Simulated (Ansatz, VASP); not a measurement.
**WS2 in VASP and in Ansatz**

```
W S
1.0
     3.18162    0.00000    0.00000
    -1.59081    2.75536    0.00000
     0.00000    0.00000   12.80603
W S
2 4
Direct
  0.33333 0.66667 0.25000
  0.66667 0.33333 0.75000
  0.33333 0.66667 0.62832
  0.66667 0.33333 0.12832
  0.33333 0.66667 0.87168
  0.66667 0.33333 0.37168
```

Change from the starting cell: strain along c alone, the other axes held, atoms relaxed: -2.0 %.

Alike in both runs: functional r2SCAN; k mesh 12 × 12 × 2; occupations gaussian, width 0.02 eV; no spin polarisation.

Ansatz relaxed the structure, and its values are those at the end. VASP's run is a single point on that final structure, the one shown.

|  | VASP | Ansatz |
| --- | --- | --- |
| version | VASP 6.6.1 | Ansatz 0.2.0 |
| potentials or method | VASP PAW PBE potentials, release 64 (W_sv, S), cutoff 520 eV | scalar-relativistic, plane waves, PAW |
| valence electrons in the cell | 52 | 52 |

VASP gave:

```
gap on the k mesh at the Fermi level (eV) : 1.29
least direct gap on the mesh (eV)         : 1.87
pressure (GPa)                            : 0.4
rms of the force components (eV/Å)        : 0.013
```

Task: Which values does Ansatz return?

Result: gap on the k mesh at the Fermi level (eV): 1.28; least direct gap on the mesh (eV): 1.86; pressure (GPa): 0.3; rms of the force components (eV/Å): 0.003.

VASP's potentials were made for PBE, not for r2SCAN. The functional is the same, so the differences come from potentials, cutoffs and numerics. Ansatz's warnings: stress scf threshold loose.

Spin-orbit coupling is off throughout.
